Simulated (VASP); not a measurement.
A run of VASP 6.6.1 is set up as follows.

Contents of INCAR:

```
ALGO = Normal
EDIFF = 1E-7
EDIFFG = -0.01
ENCUT = 600
GGA = PE
IBRION = 2
ISIF = 3
ISMEAR = 1
LASPH = True
LCHARG = False
LREAL = False
LWAVE = False
NELM = 80
NSW = 60
PREC = Accurate
SIGMA = 0.1137
```

Contents of KPOINTS:

```
k-points
0
Gamma
  5 5 5
```

POSCAR

```
Ca2TeP
1.0
    2.1101660000      3.6549110000      0.0000000000
   -2.1101660000      3.6549110000      0.0000000000
   -2.1101660000      1.2183010000      7.1314690000
P Te Ca
1 1 2
Direct
    0.5000000000      0.0000000000      0.5000000000
    0.0000000000      0.0000000000      0.0000000000
    0.2313000000      0.5374000000      0.6939000000
    0.7687000000      0.4626000000      0.3061000000
```

Potentials or basis: VASP PAW PBE potentials, release 64 (P, Te, Ca_sv).

Launch:

```console
$ cat potpaw_PBE.64/P/POTCAR potpaw_PBE.64/Te/POTCAR potpaw_PBE.64/Ca_sv/POTCAR > POTCAR
$ mpirun -np 1 vasp_std > vasp.out
```

**Question.** Estimate the relaxed cell.

**Answer.** a = 4.271 Å, b = 4.271 Å, c = 7.655 Å, α = 73.80°, β = 90.00°, γ = 60.00°.

**Question.** Estimate the band gap on the k mesh.

**Answer.** Zero (an odd number of electrons rules out a gap without spin polarisation).

The path:
| step | energy change (eV) | largest force (eV/Å) | pressure (GPa) | volume (Å³) |
| --- | --- | --- | --- | --- |
| 1 | 0.0000 | 0.8861 | 2.63 | 110.00 |
| 2 | -0.1031 | 0.5281 | -0.59 | 117.34 |
| 3 | -0.1042 | 0.4970 | -0.89 | 118.19 |
| 4 | -0.1417 | 0.4100 | -0.65 | 116.94 |
| 5 | -0.1943 | 0.0691 | 0.40 | 113.28 |
| 6 | -0.1943 | 0.0580 | 0.44 | 113.17 |
| 7 | -0.1968 | 0.0081 | -0.19 | 114.82 |
| 8 | -0.1970 | 0.0061 | -0.05 | 114.46 |
| 9 | -0.1977 | 0.0005 | -0.03 | 114.39 |
| 10 | -0.1986 | 0.0134 | 0.03 | 114.25 |
| 11 | -0.1986 | 0.0147 | 0.04 | 114.23 |
| 12 | -0.1986 | 0.0144 | 0.03 | 114.24 |
| 13 | -0.1986 | 0.0078 | -0.05 | 114.47 |

Caveat: spin-orbit coupling is left out, which moves the levels of the heavy elements.
